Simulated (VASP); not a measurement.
Write the native input for VASP 6.6.1 that does the following.

| Item | Value |
| --- | --- |
| Task | single point |
| Functional | PBE |
| Potentials or basis | VASP PAW PBE potentials, release 64 (Br, K_sv) |
| Cutoff | 520 eV |
| k mesh | 4 × 4 × 4 |
| Occupations | fermi-dirac, width 0.04 eV |
| Spin | no spin polarisation |
| Dipole correction | no |
| Further INCAR settings | ALGO = Normal; EDIFF = 1e-06; NBANDS = 15 |

The structure of KBr lies in POSCAR:

```
KBr
1.0
    0.0000000000      3.3000000000      3.3000000000
    3.3000000000      0.0000000000      3.3000000000
    3.3000000000      3.3000000000      0.0000000000
Br K
1 1
Direct
    0.5000000000      0.5000000000      0.5000000000
    0.0000000000      0.0000000000      0.0000000000
```

These files were run (other wordings do the same):

INCAR

```
SYSTEM = KBr
ALGO = Normal
EDIFF = 1E-6
ENCUT = 520
GGA = PE
ISIF = 2
ISMEAR = -1
LASPH = .TRUE.
LCHARG = .FALSE.
LREAL = .FALSE.
LWAVE = .FALSE.
NBANDS = 15
NELM = 60
PREC = Accurate
SIGMA = 0.04
```

KPOINTS

```
k-points
0
G
  4 4 4
  0 0 0
```

Potentials or basis: VASP PAW PBE potentials, release 64 (Br, K_sv).

The run is started by

```console
$ cat potpaw_PBE.64/Br/POTCAR potpaw_PBE.64/K_sv/POTCAR > POTCAR
$ mpirun -np 1 vasp_std > vasp.out
```

It gave:

The pressure is 0.8 GPa and the band gap on the k mesh is 4.43 eV.

It took 23 s on 1 thread of Intel Xeon 8259CL, with other jobs on the host, peak memory 0.2 GiB.
